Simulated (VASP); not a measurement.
# CdTe (zincblende): one HSE06 single-point calculation in two programs

```cif
data_structure
_symmetry_space_group_name_H-M 'P 1'
_symmetry_Int_Tables_number 1
_cell_length_a 4.6386
_cell_length_b 4.6386
_cell_length_c 4.6386
_cell_angle_alpha 60.000
_cell_angle_beta 60.000
_cell_angle_gamma 60.000
_cell_volume 70.57
loop_
_atom_site_label
_atom_site_type_symbol
_atom_site_fract_x
_atom_site_fract_y
_atom_site_fract_z
_atom_site_occupancy
Cd1 Cd 0.00000 0.00000 0.00000 1
Te1 Te 0.25000 0.25000 0.25000 1
```

Each program uses its own PAW datasets. VASP's cell holds 18 valence electrons and Ansatz's 36. Ansatz's stress includes a Pulay correction; VASP's doesn't.

Cutoffs: 520 eV in VASP, 420 eV in Ansatz. k meshes: 4×4×4 and 4×4×4.

```
                              VASP   Ansatz
gap between bands v and c  1.44 eV  1.53 eV
         least direct gap  1.44 eV  1.53 eV
                 pressure  0.2 GPa  0.2 GPa
```

Band v is the last that the valence electrons fill when counted band by band, and c is the next. Levels in eV from the top of v, Ansatz:

```tsv
point	v−1	v	c	c+1
Γ	0.00	0.00	1.53	5.48
X	-1.87	-1.87	3.36	3.46
W	-2.35	-2.17	5.11	5.43
K	-2.56	-1.54	3.69	5.34
L	-0.77	-0.77	2.61	6.06
```

VASP:

| point | v−1 | v | c | c+1 |
| --- | --- | --- | --- | --- |
| Γ | 0.00 | 0.00 | 1.44 | 5.49 |
| X | -1.87 | -1.87 | 3.35 | 3.47 |
| W | -2.35 | -2.17 | 5.13 | 5.44 |
| K | -2.57 | -1.55 | 3.68 | 5.35 |
| L | -0.77 | -0.77 | 2.58 | 6.06 |

VASP's potentials hold 18 valence electrons a cell and Ansatz's 36, so a difference between the two programs can come from the potentials and not from the codes.
